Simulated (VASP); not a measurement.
The system is HfGe.

```
Hf Ge
1.0
     3.50084    0.00000    0.00000
     0.00000    3.50084    0.00000
     0.00000    0.00000    3.50084
Hf Ge
1 1
Direct
  0.00000 0.00000 0.00000
  0.50000 0.50000 0.50000
```

The cell was generated, and may not be a known phase.

* Program: VASP 6.6.1
* Task: relaxation of cell and atoms
* Functional: LDA
* Potentials or basis: VASP PAW LDA potentials, release 64 (Hf_pv, Ge_d)
* Cutoff: 600 eV
* k mesh: 8 × 8 × 8
* Occupations: methfessel-paxton, width 0.01 eV
* Spin: non-collinear spin, zero start, spin-orbit coupling
* Starting moments: [[0.0, 0.0, 0.0], [0.0, 0.0, 0.0]] μB

At the start: pressure -17.6 GPa; volume 21.45 Å³/atom.

How do energy, volume and symmetry change on relaxing?

Over 4 steps the energy falls by 259.6 meV/atom and the volume is 17.53 Å³/atom (-18.3 %); space group Pm-3m (No. 221, to 0.1 Å) before and after; moment 0.00 μB per cell.

The path:
```csv
step,energy change (eV),largest force (eV/Å),pressure (GPa),volume (Å³)
1,0.0000,0.0000,-17.58,42.91
2,-0.0818,0.0000,31.19,29.89
3,-0.5189,0.0000,-0.90,35.24
4,-0.5192,0.0000,-0.07,35.06
```

Final structure:
```xyz
2
Lattice="3.2729 0.0000 0.0000 0.0000 3.2729 0.0000 0.0000 0.0000 3.2729" Properties=species:S:1:pos:R:3 pbc="T T T"
Hf    0.0000    0.0000    0.0000
Ge    1.6364    1.6364    1.6364
```

Caveat: the volume moved by over 15 % at a fixed basis, so the end points are rough.
